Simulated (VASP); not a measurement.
Wanted: the native input for a VASP 6.6.1 run.

```
Task                   : single point
Functional             : PBE
Potentials or basis    : VASP PAW PBE potentials, release 64 (Ga_d, Mo_sv)
Cutoff                 : 520 eV
k mesh                 : 7 × 7 × 7
Occupations            : gaussian, width 0.2 eV
Spin                   : no spin polarisation
Dipole correction      : no
Further INCAR settings : ALGO = Normal; EDIFF = 1e-06; NBANDS = 20
```

The structure of GaMo lies in POSCAR:

```
GaMo
1.0
    1.4325094962      0.8270597432      4.4141167235
   -1.4325094962      0.8270597432      4.4141167235
    0.0000000000     -1.6541194865      4.4141167235
Ga Mo
1 1
Direct
    0.5000000000      0.5000000000      0.5000000000
    0.0000000000      0.0000000000      0.0000000000
```

These files were run (other wordings do the same):

INCAR

```
PREC = Accurate
ENCUT = 520
EDIFF = 1E-6
ISMEAR = 0
SIGMA = 0.2
LREAL = F
LASPH = T
NELM = 100
ALGO = Normal
ISIF = 2
LWAVE = F
LCHARG = F
GGA = PE
NBANDS = 20
```

KPOINTS

```
regular mesh
0
Gamma
  7 7 7
```

Potentials or basis: VASP PAW PBE potentials, release 64 (Ga_d, Mo_sv).

Run with:

```sh
$ cat potpaw_PBE.64/Ga_d/POTCAR potpaw_PBE.64/Mo_sv/POTCAR > POTCAR
$ mpirun -np 1 vasp_std > vasp.out
```

Results of the run:

The pressure is 0.4 GPa.

Caveat: the k points lie up to 0.37 Å⁻¹ apart.

Run time: 22 s on 1 thread of Intel(R) Xeon(R) 6975P-C (Granite Rapids), with other jobs on the host, peak memory 0.21 GiB.
